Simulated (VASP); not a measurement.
Wanted: the native input for a VASP 6.6.1 run.

```yaml
Task: single point
Functional: PBE
Potentials_or_basis: VASP PAW PBE potentials, release 64 (Al, H)
Cutoff: 520 eV
k_mesh: 6 × 6 × 1
Occupations: gaussian, width 0.1 eV
Spin: collinear spin, ferromagnetic start
Starting_moments: "[0.0, 0.0, 0.0, 0.0, 0.0, 0.0, 0.0, 0.0, 0.0, 0.0, 0.0, 0.0, 1.0] μB"
Dipole_correction: yes
Further_INCAR_settings: ALGO = Normal; EDIFF = 1e-06; NBANDS = 34
```

The structure of Al12H lies in POSCAR:

```
Al12H
1.0
    5.7135165838      0.0000000000      0.0000000000
   -2.8567582919      4.9480505065      0.0000000000
    0.0000000000      0.0000000000     21.6013781936
Al H
12 1
Direct
    0.3333333333      0.1666666667      0.1851733702
    0.3333333333      0.6666666667      0.1851733702
    0.8333333333      0.1666666667      0.1851733702
    0.8333333333      0.6666666667      0.1851733702
    0.1666666667      0.3333333333      0.2916813828
    0.1666666667      0.8333333333      0.2916813828
    0.6666666667      0.3333333333      0.2916813828
    0.6666666667      0.8333333333      0.2916813828
    0.0000000000      0.0000000000      0.3981865470
    0.0000000000      0.5000000000      0.3981865470
    0.5000000000      0.0000000000      0.3981865470
    0.5000000000      0.5000000000      0.3981865470
    0.3333333333     -0.3333333333      0.4301289534
```

These files were run (other wordings do the same):

INCAR

```
ALGO = Normal
DIPOL = 0.5 0.5 0.302
EDIFF = 1E-6
ENCUT = 520
GGA = PE
IDIPOL = 3
ISIF = 2
ISMEAR = 0
ISPIN = 2
LASPH = T
LCHARG = F
LDIPOL = T
LORBIT = 11
LREAL = F
LWAVE = F
MAGMOM = 0 0 0 0 0 0 0 0 0 0 0 0 1
NBANDS = 34
NELM = 150
PREC = Accurate
SIGMA = 0.1
```

KPOINTS

```
k-points
0
Gamma
  6 6 1
```

Potentials or basis: VASP PAW PBE potentials, release 64 (Al, H).

Launch:

```sh
$ cat potpaw_PBE.64/Al/POTCAR potpaw_PBE.64/H/POTCAR > POTCAR
$ mpirun -np 1 vasp_std > vasp.out
```

Results of the run:

| Property | Result |
| --- | --- |
| Largest force | 0.872 eV/Å |
| Net moment | 0.00 μB per cell |
| Valence electrons inside the program's atomic spheres | Al 0.76, 0.78, 0.77; H 0.59 |

Wall time 12 min on 1 thread of Intel Xeon 6975P-C, with other jobs on the host, peak memory 0.92 GiB.
